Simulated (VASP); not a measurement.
Here is a VASP 6.6.1 calculation.

The input INCAR:

```
SYSTEM = B
PREC = Accurate
ENCUT = 520
EDIFF = 1E-6
ISMEAR = -1
SIGMA = 0.1
LREAL = .FALSE.
LASPH = .TRUE.
NELM = 60
ALGO = Normal
ISIF = 2
LWAVE = .FALSE.
LCHARG = .TRUE.
GGA = PE
LELF = .TRUE.
LVHAR = .TRUE.
NBANDS = 10
```

File KPOINTS:

```
Automatic mesh
0
G
  13 13 13
  0 0 0
```

Contents of POSCAR:

```
B
1.0
    0.0000000000      2.0261947002      2.0261947002
    2.0261947002      0.0000000000      2.0261947002
    2.0261947002      2.0261947002      0.0000000000
B
2
Direct
    0.1250000000      0.1250000000      0.1250000000
    0.8750000000      0.8750000000      0.8750000000
```

Potentials or basis: VASP PAW PBE potentials, release 64 (B).

Run with:

```sh
$ cat potpaw_PBE.64/B/POTCAR > POTCAR
$ mpirun -np 1 vasp_std > vasp.out
```

Problem. Estimate the pressure.

Solution. 0.0 GPa.

Problem. Predict the band gap on the k mesh.

Solution. Zero (band 3 reaches 7.78 eV, above the bottom of band 4 at 1.17 eV).
